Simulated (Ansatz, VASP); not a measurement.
## BSe in VASP and in Ansatz

```
CELL_PARAMETERS angstrom
1.82536 1.05387 3.02582
-1.82536 1.05387 3.02582
0.00000 -2.10775 3.02582
ATOMIC_POSITIONS crystal
B 0.00000 0.00000 0.00000
Se 0.50000 0.50000 0.50000
```

Alike in both runs: task relaxation of cell and atoms; functional PBE; k mesh 6 × 6 × 6; occupations gaussian, width 0.1 eV; no spin polarisation.

|  | VASP | Ansatz |
| --- | --- | --- |
| version | VASP 6.6.1 | Ansatz 0.2.0 |
| potentials or method | VASP PAW PBE potentials, release 64 (B, Se), cutoff 500 eV | scalar-relativistic, plane waves, PAW |
| valence electrons in the cell | 9 | 19 |

VASP gave:

```
gap on the k mesh at the Fermi level, each at its own relaxed structure (eV) : none
relaxed volume (Å³/atom)                                                     : 12.94
relaxed length of the cell vector where the two differ most in proportion (Å)              : 3.321
```

**Question.** Estimate Ansatz's values.

**Answer.** gap on the k mesh at the Fermi level, each at its own relaxed structure (eV): none; relaxed volume (Å³/atom): 12.93; relaxed length of the cell vector where the two differ most in proportion (Å): 3.320.

A gap of «none» marks a metal or a gap that the smearing closes. VASP's potentials hold 9 valence electrons a cell and Ansatz's 19, so a difference there can come from the potentials and not from the codes.

Noted on VASP's run: the volume moved by over 15 % at a fixed basis, so the end points are rough.
